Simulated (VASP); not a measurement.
Wanted: the native input for a VASP 6.6.1 run.

```
Task                   : single point
Functional             : PBE
Potentials or basis    : VASP PAW PBE potentials, release 64 (Ti_sv, Al)
Cutoff                 : 550 eV
k mesh                 : 15 × 15 × 6
Occupations            : gaussian, width 0.15 eV
Spin                   : no spin polarisation
Dipole correction      : no
Second try             : timeout
Further INCAR settings : ALGO = Normal; EDIFF = 1e-06; NBANDS = 28
```

The structure of Ti3Al lies in POSCAR:

```
Ti3Al
1.0
    2.9297375378      0.0000000000      0.0000000000
   -1.4648687689      2.5372271341      0.0000000000
    0.0000000000      0.0000000000      9.2315308735
Ti Al
3 1
Direct
    0.6341644431      0.4221310594      0.0000000000
    0.3435955146      0.6386298660      0.7504575700
    0.3435955146      0.6386298660      0.2495424300
    0.6879161692      0.2752786127      0.5000000000
```

This cell differs from its parent crystal: atoms displaced along several vibrational modes.

These files were run (other wordings do the same):

INCAR

```
PREC = Accurate
ENCUT = 550
EDIFF = 1E-6
ISMEAR = 0
SIGMA = 0.15
LREAL = False
LASPH = True
NELM = 120
ALGO = Normal
ISIF = 2
LWAVE = False
LCHARG = False
GGA = PE
NBANDS = 28
GGA_COMPAT = False
KPAR = 8
```

KPOINTS

```
regular mesh
0
Gamma
  15 15 6
```

Potentials or basis: VASP PAW PBE potentials, release 64 (Ti_sv, Al).

Run with:

```console
$ cat potpaw_PBE.64/Ti_sv/POTCAR potpaw_PBE.64/Al/POTCAR > POTCAR
$ mpirun -np 8 vasp_std > vasp.out
```

It gave:

```yaml
Pressure: -0.4 GPa
Largest_force: 0.686 eV/Å
Band_gap_on_the_k_mesh: zero (an odd number of electrons rules out a gap without spin polarisation)
```

Caveat: the cell differs from its parent crystal (atoms displaced along several vibrational modes).

Run time: 83 s on 8 MPI ranks on AMD EPYC 9R45 (Zen 5), with other jobs on the host, peak memory 0.78 GiB a rank.
